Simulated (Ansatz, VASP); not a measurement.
## WSe2: VASP beside Ansatz

File INCAR:

```
PREC = Accurate
ENCUT = 520
EDIFF = 1E-7
ISMEAR = 0
SIGMA = 0.05
LREAL = F
LASPH = T
NELM = 100
ALGO = Normal
ISIF = 2
LWAVE = F
LCHARG = F
LDIPOL = T
IDIPOL = 3
DIPOL = 0.5 0.5 0.420
GGA = PE
IVDW = 12
NBANDS = 35
```

File KPOINTS:

```
Automatic mesh
0
Gamma
  9 9 1
```

Contents of POSCAR:

```
WSe2
1.0
    3.2854929709      0.0000000000      0.0000000000
   -1.6427464855      2.8453203767      0.0000000000
    0.0000000000      0.0000000000     24.2386466774
Se W
4 2
Direct
    0.3333333333      0.6666666667      0.1856539294
    0.3333333333      0.6666666667      0.3246601777
    0.6666666667      0.3333333333      0.5148523144
    0.6666666667      0.3333333333      0.6538585627
    0.6666666667      0.3333333333      0.2551570536
    0.3333333333      0.6666666667      0.5843554385
```

Input for Ansatz:

```yaml
crystal:
  lattice:
    - [3.2854929709, 0.0, 0.0]
    - [-1.6427464855, 2.8453203767, 0.0]
    - [0.0, 0.0, 24.2386466774]
  atoms:
    - { symbol: Se, position: [0.3333333333, 0.6666666667, 0.1856539294] }
    - { symbol: W, position: [0.6666666667, 0.3333333333, 0.2551570536] }
    - { symbol: Se, position: [0.3333333333, 0.6666666667, 0.3246601777] }
    - { symbol: Se, position: [0.6666666667, 0.3333333333, 0.5148523144] }
    - { symbol: W, position: [0.3333333333, 0.6666666667, 0.5843554385] }
    - { symbol: Se, position: [0.6666666667, 0.3333333333, 0.6538585627] }
basis:
  ecutwfc: 420
kpoints:
  mp_grid: { grid: [9, 9, 1] }
hamiltonian:
  xc: pbe
  pseudopotentials: { kind: paw, azcp: { folder: soft_1 } }
  dispersion: d3bj
scf:
  occupations: { method: gaussian, width: 0.05 }
output:
  forces: true
  eigenvalues: true
  write_density: true
  write_potential: true
  elf: true
  volumetric_format: npy
efield:
  axis: 3
  dipole_correction: true
  ramp_width: 0.04
```

Alike in both runs: task single point; functional PBE; dispersion D3(BJ); k mesh 9 × 9 × 1; occupations gaussian, width 0.05 eV; no spin polarisation.

|  | VASP | Ansatz |
| --- | --- | --- |
| version | VASP 6.6.1 | Ansatz 0.2.0 |
| potentials or method | VASP PAW PBE potentials, release 64 (Se, W_sv), cutoff 520 eV | scalar-relativistic, plane waves, PAW |
| valence electrons in the cell | 52 | 92 |

Ansatz gave:

```
gap on the k mesh at the Fermi level (eV) : 1.65
least direct gap on the mesh (eV)         : 1.67
rms of the force components (eV/Å)        : 0.024
```

Problem. Estimate VASP's values.

Solution. gap on the k mesh at the Fermi level (eV): 1.65; least direct gap on the mesh (eV): 1.66; rms of the force components (eV/Å): 0.042.

VASP's potentials hold 52 valence electrons a cell and Ansatz's 92, so a difference there can come from the potentials and not from the codes. Ansatz's warnings: xc potential rough in thin density.

Neither program's run includes spin-orbit coupling.
